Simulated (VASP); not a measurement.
# BaTiO3 (Amm2) in VASP: notebook

BaTiO3 is run at these levels: PBE, PBEsol+U; tasks: single point.

Everything below comes from runs of VASP 6.6.1. Logs are shortened: lines on timing, memory, paths and dates and some standing lists are left out, and cuts for length are marked.

**1. The cell of the first run**

The structure is orthorhombic, space group Amm2 (No. 38). Conventional cell: a = 4.038 Å, b = 5.748 Å, c = 5.765 Å, α = 90.00°, β = 90.00°, γ = 90.00°. Within 3.7 Å of Ba (site symmetry mm2) lie 12 O at 2.81 to 2.96 Å and 8 Ti at 3.46 to 3.58 Å. Within 2.6 Å of Ti (site symmetry mm2) lie 6 O at 1.95 to 2.12 Å. O (site symmetry m) has 2 Ti at 1.95 to 2.12 Å within 2.6 Å. O (site symmetry mm2) has 2 Ti at 2.02 Å within 2.7 Å.

**2. Single point, PBE**

Contents of INCAR:

```
ALGO     = Normal         # electronic algorithm
EDIFF    = 1E-7           # SCF threshold, eV
ENCUT    = 520            # plane-wave cutoff, eV
GGA      = PE             # functional
ISIF     = 2              # what is computed and relaxed
ISMEAR   = -1             # smearing method
LASPH    = T              # aspherical terms in the spheres
LCHARG   = T              # write CHGCAR
LELF     = T              # ELF
LREAL    = F              # projectors in reciprocal space
LVHAR    = T            
LWAVE    = F              # write WAVECAR
NBANDS   = 28             # bands
NELM     = 100            # most SCF steps
PREC     = Accurate       # precision mode
SIGMA    = 0.05           # smearing width, eV
```

Contents of KPOINTS:

```
k-points
0
Gamma
  7 7 7
```

Contents of POSCAR:

```
BaTiO3
1.0
    4.0379468039      0.0000000000      0.0000000000
    0.0000000000      2.8742319127      2.8825904778
    0.0000000000     -2.8742319127      2.8825904778
Ba Ti O
1 1 3
Direct
    0.0000000000      0.0000000000      0.0000000000
    0.5000000000      0.5124000000      0.5124000000
    0.5000000000      0.9918400000      0.5052400000
    0.5000000000      0.5052400000      0.9918400000
    0.0000000000      0.4874000000      0.4874000000
```

Potentials or basis: VASP PAW PBE potentials, release 64 (Ba_sv, Ti_sv, O).

Run with:

```console
cat potpaw_PBE.64/Ba_sv/POTCAR potpaw_PBE.64/Ti_sv/POTCAR potpaw_PBE.64/O/POTCAR > POTCAR
mpirun -np 1 vasp_std > vasp.out
```

OUTCAR:

```text
EDIFF = 1E-7
   ENCUT = 520
   GGA = PE
   ISIF = 2
   ISMEAR = -1
   LASPH = T
   LREAL = F
   NELM = 100
   PREC = Accurate

 ion  position               nearest neighbor table
   1  0.000  0.000  0.000-   5 2.81   4 2.85   3 2.85   3 2.85   4 2.85   5 2.88   5 2.88   4 2.88
                             3 2.88   3 2.88   4 2.88   5 2.96   2 3.46   2 3.46   2 3.51   2 3.51
   2  0.500  0.512  0.512-   3 1.95   4 1.95   5 2.02   5 2.02   3 2.12   4 2.12   1 3.46   1 3.46
                             1 3.51   1 3.51   1 3.51   1 3.51   1 3.58   1 3.58
   3  0.500  0.992  0.505-   2 1.95   2 2.12   1 2.85   1 2.85   1 2.88   1 2.88
   4  0.500  0.505  0.992-   2 1.95   2 2.12   1 2.85   1 2.85   1 2.88   1 2.88
   5  0.000  0.487  0.487-   2 2.02   2 2.02   1 2.81   1 2.88   1 2.88   1 2.96

  LATTYP: Found a base centered orthorhombic cell.
 ALAT       =     5.7484638254
 B/A-ratio  =     1.0029081039
 C/A-ratio  =     0.7024392823

  Lattice vectors:

 A1 = (   0.0000000000,   2.8742319127,  -2.8825904778)
 A2 = (   0.0000000000,   2.8742319127,   2.8825904778)
 A3 = (   4.0379468039,   0.0000000000,   0.0000000000)

Analysis of symmetry for initial positions (statically):
=====================================================================
 Subroutine PRICEL returns:
 Original cell was already a primitive cell.

 Routine SETGRP: Setting up the symmetry group for a
 base centered orthorhombic supercell.

 Subroutine GETGRP returns: Found  4 space group operations
 (whereof  4 operations were pure point group operations)
 out of a pool of  8 trial point group operations.

The static configuration has the point symmetry C_2v.

Analysis of symmetry for dynamics (positions and initial velocities):
=====================================================================
 Subroutine PRICEL returns:
 Original cell was already a primitive cell.

 Routine SETGRP: Setting up the symmetry group for a
 base centered orthorhombic supercell.

 Subroutine GETGRP returns: Found  4 space group operations
 (whereof  4 operations were pure point group operations)
 out of a pool of  8 trial point group operations.

The dynamic configuration has the point symmetry C_2v.

 Subroutine INISYM returns: Found  4 space group operations
 (whereof  4 operations are pure point group operations),
 and found     1 'primitive' translations

----------------------------------------------------------------------------------------

                                     Primitive cell

  volume of cell :      66.9107

  direct lattice vectors                    reciprocal lattice vectors
     4.037946804  0.000000000  0.000000000     0.247650613  0.000000000  0.000000000
     0.000000000  2.874231913  2.882590478     0.000000000  0.173959519  0.173455093
     0.000000000 -2.874231913  2.882590478     0.000000000 -0.173959519  0.173455093

  length of vectors
     4.037946804  4.070692441  4.070692441     0.247650613  0.245659487  0.245659487

  position of ions in fractional coordinates (direct lattice)
     0.000000000  0.000000000  0.000000000
     0.500000000  0.512400000  0.512400000
     0.500000000  0.991840000  0.505240000
     0.500000000  0.505240000  0.991840000
     0.000000000  0.487400000  0.487400000

  ion indices of the primitive-cell ions
   primitive index   ion index
                 1           1
                 2           2
                 3           3
                 4           4
                 5           5

----------------------------------------------------------------------------------------

 KPOINTS: k-points

Automatic generation of k-mesh.
 Grid dimensions read from file:
 generate k-points for:    7    7    7

 Generating k-lattice:

  Cartesian coordinates                     Fractional coordinates (reciprocal lattice)
     0.035378659  0.000000000  0.000000000     0.142857143  0.000000000  0.000000000
     0.000000000  0.024851360  0.024779299     0.000000000  0.142857143  0.000000000
     0.000000000 -0.024851360  0.024779299     0.000000000  0.000000000  0.142857143

  Length of vectors
     0.035378659  0.035094212  0.035094212

  Shift w.r.t. Gamma in fractional coordinates (k-lattice)
     0.000000000  0.000000000  0.000000000

 Subroutine IBZKPT returns following result:
 ===========================================

 Found     64 irreducible k-points:

 Following reciprocal coordinates:
            Coordinates               Weight
  0.000000  0.000000  0.000000      1.000000
  0.142857  0.000000  0.000000      2.000000
  0.285714  0.000000  0.000000      2.000000
  0.428571  0.000000  0.000000      2.000000
  0.000000  0.142857  0.000000      4.000000
  0.142857  0.142857  0.000000      8.000000
[... 16 lines left out ...]
  0.285714  0.285714  0.142857      8.000000
  0.428571  0.285714  0.142857      8.000000
 [... further k-points ...]
   k-points           NKPTS =     64   k-points in BZ     NKDIM =     64   number of bands    NBANDS=     28
   number of dos      NEDOS =    301   number of ions     NIONS =      5
   total plane-waves  NPLWV =  27000
   dimension x,y,z NGX =    30 NGY =   30 NGZ =   30
   dimension x,y,z NGXF=    60 NGYF=   60 NGZF=   60
   ions per type =               1   1   3
   NGX,Y,Z   is equivalent  to a cutoff of  12.35, 12.25, 12.25 a.u.
   NGXF,Y,Z  is equivalent  to a cutoff of  24.70, 24.50, 24.50 a.u.
 SYSTEM =  unknown system
   PREC   = accura    normal or accurate (medium, high low for compatibility)
   ISTART =      0    job   : 0-new  1-cont  2-samecut
   ICHARG =      2    charge: 1-file 2-atom 10-const
   ISPIN  =      1    spin polarized calculation?
   LNONCOLLINEAR =      F non collinear calculations
   LSORBIT =      F    spin-orbit coupling
   LASPH  =      T    aspherical Exc in radial PAW
   ENCUT  =  520.0 eV  38.22 Ry    6.18 a.u.   7.51  7.57  7.57*2*pi/ulx,y,z
   NELM   =    100;   NELMIN=  2; NELMDL= -5     # of ELM steps
   EDIFF  = 0.1E-06   stopping-criterion for ELM
   LREAL  =      F    real-space projection
   EDIFFG = 0.1E-05   stopping-criterion for IOM
   NSW    =      0    number of steps for IOM
   IBRION =     -1    ionic relax: 0-MD 1-quasi-New 2-CG
   NFREE  =      0    steps in history (QN), initial steepest desc. (CG)
   ISIF   =      2    stress and relaxation
   ISYM   =      2    0-nonsym 1-usesym 2-fastsym
   POTIM  = 0.5000    time-step for ionic-motion
   TEBEG  =    0.0;   TEEND  =   0.0 temperature during run
   PSTRESS=    0.0 pullay stress
   NELECT =      40.0000    total number of electrons
   NUPDOWN=      -1.0000    fix difference up-down
   EMIN   =  10.00;   EMAX   =-10.00  energy-range for DOS
   EFERMI =   0.00;   METHOD = LEGACY
   ISMEAR =    -1;   SIGMA  =   0.05  broadening in eV -4-tet -1-fermi 0-gaus
   EFERMI_NEDOS =   21; number of points for ismear=-14 and -15
   IALGO  =     38    algorithm
   IMIX   =      4    mixing-type and parameters
     AMIX     =   0.40;   BMIX     =  1.00
     AMIX_MAG =   1.60;   BMIX_MAG =  1.00
  volume/ion in A,a.u.               =      13.38        90.31
  Fermi-wavevector in a.u.,A,eV,Ry     =   1.379102  2.606125 25.877223  1.901922
  Thomas-Fermi vector in A             =   2.504102
   LORBIT       =      0    0 simple, 1 ext, 2 COOP (PROOUT), +10 PAW based schemes
   GGA     = PE    functional components
   LHFCALC =     F    Hartree Fock is set to
   AEXX    =    0.0000 exact exchange contribution
   IVDW    =     0    specifies the selected vdW correction
   LEPSILON=     F    determine dielectric tensor
   LRPA    =     F    only Hartree local field effects (RPA)
 non-spin polarized calculation
  energy-cutoff  :      520.00
  volume of cell :       66.91
 maximum number of plane-waves:      1820
 NGX is ok and might be reduce to    30
   NGX = 15   NGY = 15   NGZ = 15

 number of electron      39.9999996 magnetization

 Free energy of the ion-electron system (eV)
  ---------------------------------------------------
  ext. energy  EPLUGINS =         0.00000000
  ---------------------------------------------------
  free energy    TOTEN  =       -39.98856139 eV

  energy without entropy =      -39.98856139  energy(sigma->0) =      -39.98856139

 E-fermi :   4.4155     XC(G=0): -11.0320

 val. band max:        3.4435458060   @ k =   0.4286   0.4286   0.4286
 cond. band min:       5.2788121614   @ k =   0.0000   0.0000   0.0000
 fundamental gap:      1.8352663555
 Fermi energy:         4.4155107162

 k-point     1 :       0.0000    0.0000    0.0000
  band No.  band energies     occupation
      1     -53.2233      2.00000
      2     -29.4282      2.00000
      3     -29.4280      2.00000
      4     -29.4136      2.00000
      5     -21.4175      2.00000
      6     -13.2815      2.00000
[... 20 lines left out ...]
     27       8.5543      0.00000
     28      10.4160      0.00000

 k-point     2 :       0.1429    0.0000    0.0000
  band No.  band energies     occupation
      1     -53.2232      2.00000
      2     -29.4279      2.00000
      3     -29.4278      2.00000
      4     -29.4219      2.00000
      5     -21.3994      2.00000
      6     -13.2842      2.00000
[... 20 lines left out ...]
     27       8.9134      0.00000
     28      10.8979      0.00000

 k-point     3 :       0.2857    0.0000    0.0000
  band No.  band energies     occupation
      1     -53.2228      2.00000
      2     -29.4409      2.00000
      3     -29.4272      2.00000
      4     -29.4269      2.00000
      5     -21.3580      2.00000
      6     -13.3440      2.00000
[... 20 lines left out ...]
     27       9.8128      0.00000
     28      11.6420      0.00000

 k-point     4 :       0.4286    0.0000    0.0000
  band No.  band energies     occupation
      1     -53.2225      2.00000
      2     -29.4559      2.00000
      3     -29.4266      2.00000
      4     -29.4264      2.00000
      5     -21.3243      2.00000
      6     -13.4263      2.00000
[... 20 lines left out ...]
     27      10.7408      0.00000
     28      11.5533      0.00000

 k-point     5 :       0.0000    0.1429    0.0000
  band No.  band energies     occupation
      1     -53.2232      2.00000
      2     -29.4359      2.00000
      3     -29.4278      2.00000
      4     -29.4133      2.00000
      5     -21.4004      2.00000
      6     -13.2859      2.00000
[... 20 lines left out ...]
     27       8.9222      0.00000
     28      10.8893      0.00000

 k-point     6 :       0.1429    0.1429    0.0000
  band No.  band energies     occupation
      1     -53.2230      2.00000
      2     -29.4355      2.00000
      3     -29.4275      2.00000
      4     -29.4216      2.00000
      5     -21.3833      2.00000
      6     -13.2705      2.00000
[... 463 lines left out ...]
      5     -21.3478      2.00000
      6     -13.2903      2.00000
[... 20 lines left out ...]
     27      10.1991      0.00000
     28      11.8716      0.00000

 k-point    22 :       0.1429    0.2857    0.1429
  band No.  band energies     occupation
      1     -53.2226      2.00000
      2     -29.4524      2.00000
      3     -29.4345      2.00000
      4     -29.4206      2.00000
      5     -21.3337      2.00000
      6     -13.2299      2.00000
[... 20 lines left out ...]
     27      10.3798      0.00000
     28      11.6186      0.00000

 k-point    23 :       0.2857    0.2857    0.1429
  band No.  band energies     occupation
      1     -53.2222      2.00000
      2     -29.4515      2.00000
      3     -29.4392      2.00000
      4     -29.4337      2.00000
      5     -21.3017      2.00000
      6     -13.1179      2.00000
[... 20 lines left out ...]
     27      11.0787      0.00000
     28      11.5783      0.00000

 k-point    24 :       0.4286    0.2857    0.1429
  band No.  band energies     occupation
      1     -53.2219      2.00000
      2     -29.4540      2.00000
      3     -29.4507      2.00000
      4     -29.4331      2.00000
      5     -21.2757      2.00000
      6     -13.0696      2.00000
[... 20 lines left out ...]
     27      11.5755      0.00000
     28      11.7413      0.00000

 [... further k-points ...]
[... 5 lines left out ...]
  --------------------------------------------------------------------------------------
  -------------------------------------------------------------------------------------
  Total       -0.9200047     -0.8693529     -1.1112600      0.0000000      0.0000000      0.0000000
  in kB      -22.0295330    -20.8166736    -26.6091443      0.0000000      0.0000000      0.0000000
  external PRESSURE =     -23.1517836 kB  Pullay stress =       0.0000000 kB

 VOLUME and BASIS-vectors are now :
 -----------------------------------------------------------------------------
  energy-cutoff  :      520.00
  volume of cell :       66.91
      direct lattice vectors                 reciprocal lattice vectors
     4.037946804  0.000000000  0.000000000     0.247650613  0.000000000  0.000000000
     0.000000000  2.874231913  2.882590478     0.000000000  0.173959519  0.173455093
     0.000000000 -2.874231913  2.882590478     0.000000000 -0.173959519  0.173455093

 POSITION                                       TOTAL-FORCE (eV/Angst)
 -----------------------------------------------------------------------------------
      0.00000      0.00000      0.00000         0.000000      0.000000      0.147401
      2.01897      0.00000      2.95408         0.000000      0.000000      0.337686
      2.01897      1.39860      4.31547         0.000000     -0.108052     -0.358592
      2.01897     -1.39860      4.31547         0.000000      0.108052     -0.358592
      0.00000      0.00000      2.80995         0.000000      0.000000      0.232097
 -----------------------------------------------------------------------------------
    total drift:                                0.000000      0.000001      0.000865

  FREE ENERGIE OF THE ION-ELECTRON SYSTEM (eV)
  ---------------------------------------------------
  free  energy   TOTEN  =       -39.9885613900 eV

  energy  without entropy=      -39.9885613889  energy(sigma->0) =      -39.98856139
```

Wall time 3.7 min (1 thread of Intel Xeon 8259CL, shared host); peak memory 0.25 GiB.

What came out:

- Free energy: -39.9886 eV
- Pressure: -2.3 GPa
- Largest force: 0.375 eV/Å
- Band gap on the k mesh: 1.84 eV (least direct gap 2.01 eV)

Forces on the atoms (eV/Å):
```
Ba   0.000  0.000  0.147
Ti   0.000  0.000  0.338
O    0.000 -0.108 -0.359
O    0.000  0.108 -0.359
O    0.000  0.000  0.232
```

Stress tensor (GPa, compression positive):
```
-2.20  0.00  0.00
 0.00 -2.08  0.00
 0.00  0.00 -2.66
```

Caveat: spin-orbit coupling is left out, which moves the levels of the heavy elements; an odd mesh through Γ misses points on the zone boundary, where band edges can lie.

(Continued in part 2 of 2.)
